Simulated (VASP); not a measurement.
Ag, 1 atom in the cell. It takes space group Fm-3m (No. 225, cubic). Conventional cell: a = 3.972 Å, b = 3.972 Å, c = 3.972 Å, α = 90.00°, β = 90.00°, γ = 90.00°. Within 3.7 Å of Ag (site symmetry m-3m) lie 12 Ag at 2.81 Å.  This cell differs from its parent crystal: volume scaled by 0.94.

| Item | Value |
| --- | --- |
| Program | VASP 6.6.1 |
| Task | single point |
| Functional | PBEsol |
| Potentials or basis | VASP PAW PBE potentials, release 64 (Ag) |
| Cutoff | 520 eV |
| k mesh | 18 × 18 × 18 |
| Occupations | gaussian, width 0.1 eV |
| Spin | no spin polarisation |
| Dipole correction | no |
| Further INCAR settings | ALGO = Normal; EDIFF = 1e-06; NBANDS = 12 |

Potentials or basis: VASP PAW PBE potentials, release 64 (Ag).

The run is started by

```console
$ cat potpaw_PBE.64/Ag/POTCAR > POTCAR
$ mpirun -np 1 vasp_std > vasp.out
```

Hardware: 1 thread of Intel(R) Xeon(R) Platinum 8488C (Sapphire Rapids) (shared host).

Question: How long does it take, and how much memory?

Answer: It took 16 s on 1 thread of Intel(R) Xeon(R) Platinum 8488C (Sapphire Rapids), with other jobs on the host, peak memory 0.16 GiB. Counts: scf iterations 11, k points 195.
